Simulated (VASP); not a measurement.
Set up this calculation in VASP 6.6.1, as the native input.

```yaml
Task: single point
Functional: PBEsol
Potentials_or_basis: VASP PAW PBE potentials, release 64 (Mo_sv, S)
Cutoff: 520 eV
k_mesh: 9 × 9 × 4
Occupations: fermi-dirac, width 0.05 eV
Spin: no spin polarisation
Hubbard_terms: Mo d U = 8.0 eV
Dipole_correction: no
Further_INCAR_settings: ALGO = Normal; EDIFF = 1e-06; NBANDS = 20
```

The structure of MoS2 lies in POSCAR:

```
MoS2
1.0
    3.2274645616      0.0000000000      0.0000000000
   -1.6137322808      2.7950663001      0.0000000000
    0.0000000000      0.0000000000      6.3124734200
Mo S
1 2
Direct
    0.0000000000      0.0000000000      0.5000000000
    0.6666666667      0.3333333333      0.7446806800
    0.3333333333      0.6666666667      0.2553193200
```

These files were run (other wordings do the same):

INCAR

```
  PREC = Accurate
  ENCUT = 520
  EDIFF = 1E-6
  ISMEAR = -1
  SIGMA = 0.05
  LREAL = False
  LASPH = True
  NELM = 150
  ALGO = Normal
  ISIF = 2
  LWAVE = False
  LCHARG = True
  LMAXMIX = 4
  LDAU = True
  LDAUTYPE = 2
  LDAUL = 2 -1
  LDAUU = 8 0
  LDAUJ = 0 0
  LDAUPRINT = 1
  GGA = PS
  LELF = True
  LVHAR = True
  NBANDS = 20
```

KPOINTS

```
regular mesh
0
Gamma
  9 9 4
```

Potentials or basis: VASP PAW PBE potentials, release 64 (Mo_sv, S).

Command:

```console
$ cat potpaw_PBE.64/Mo_sv/POTCAR potpaw_PBE.64/S/POTCAR > POTCAR
$ mpirun -np 1 vasp_std > vasp.out
```

It gave:

```yaml
Pressure: 1.5 GPa
Largest_force: 0.394 eV/Å
Band_gap_on_the_k_mesh: zero (band 13 reaches 7.66 eV, above the bottom of band 14 at 6.58 eV)
```

Caveat: the PAW data sets were made with another functional, which shifts forces and pressure a little; this functional lacks dispersion, which binds the layers, so the pressure and a relaxed spacing across them are unreliable; U without spin polarisation on a metal has little footing.

Wall time 41 s on 1 thread of Intel Xeon 6975P-C (shared host), peak memory 0.2 GiB.
